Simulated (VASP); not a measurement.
Wanted: the native input for a VASP 6.6.1 run.

```yaml
Task: relaxation of cell and atoms
Functional: PBE
Potentials_or_basis: VASP PAW PBE potentials, release 64 (Zn, Sn_d, O)
Cutoff: 600 eV
k_mesh: 6 × 6 × 2
Occupations: gaussian, width 0.2 eV
Spin: no spin polarisation
Dipole_correction: no
Further_INCAR_settings: ALGO = Normal; EDIFF = 1e-06; IBRION = 2; EDIFFG = -0.08; NSW = 36; ISIF = 3
```

The structure of Zn3SnO3 lies in POSCAR:

```
Zn3SnO3
1.0
    3.3500000000      0.0000000000      0.0000000000
   -1.6750000000      2.9011851000      0.0000000000
    0.0000000000      0.0000000000      9.9000000000
Zn Sn O
3 1 3
Direct
    0.6666666700      0.3333333300      0.7630000000
    0.3333333300      0.6666666700      0.0000000000
    0.6666666700      0.3333333300      0.2370000000
    0.0000000000      0.0000000000      0.5000000000
    0.3333333300      0.6666666700      0.7630000000
    0.6666666700      0.3333333300      0.0000000000
    0.3333333300      0.6666666700      0.2370000000
```

One way to write it, as run:

INCAR

```
PREC = Accurate ; ENCUT = 600
EDIFF = 1E-6 ; ISMEAR = 0
SIGMA = 0.2 ; LREAL = False
LASPH = True ; NELM = 100
ALGO = Normal ; ISIF = 3
LWAVE = False ; LCHARG = False
GGA = PE ; IBRION = 2
NSW = 36 ; EDIFFG = -0.08
```

KPOINTS

```
Automatic mesh
0
Gamma
  6 6 2
```

Potentials or basis: VASP PAW PBE potentials, release 64 (Zn, Sn_d, O).

The run is started by

```console
$ cat potpaw_PBE.64/Zn/POTCAR potpaw_PBE.64/Sn_d/POTCAR potpaw_PBE.64/O/POTCAR > POTCAR
$ mpirun -np 1 vasp_std > vasp.out
```

It gave:

The relaxed volume is 15.45 Å³/atom. The relaxed cell is a = 3.379 Å, b = 3.379 Å, c = 10.942 Å, α = 90.00°, β = 90.00°, γ = 120.00°, the space group after relaxing (to 0.1 Å) is P-6m2 (No. 187) and the energy gained by relaxing is 33.1 meV/atom. The ionic steps are 10 and the pressure after relaxing is -0.3 GPa. The largest force after relaxing is 0.067 eV/Å and the band gap on the k mesh is zero (bands 34 and 35 overlap by 1.13 eV).

Caveat: the k points lie up to 0.36 Å⁻¹ apart in the final cell, too coarse for converged energies and pressures of a metal; spin-orbit coupling is left out, which moves the levels of the heavy elements; the relaxation stopped at a loose force limit of 0.08 eV/Å, so its end isn't a converged minimum.

It took 4.2 min on 1 thread of AMD EPYC 9R45 96-Core Processor (Zen 5), on a shared host, peak memory 0.25 GiB.
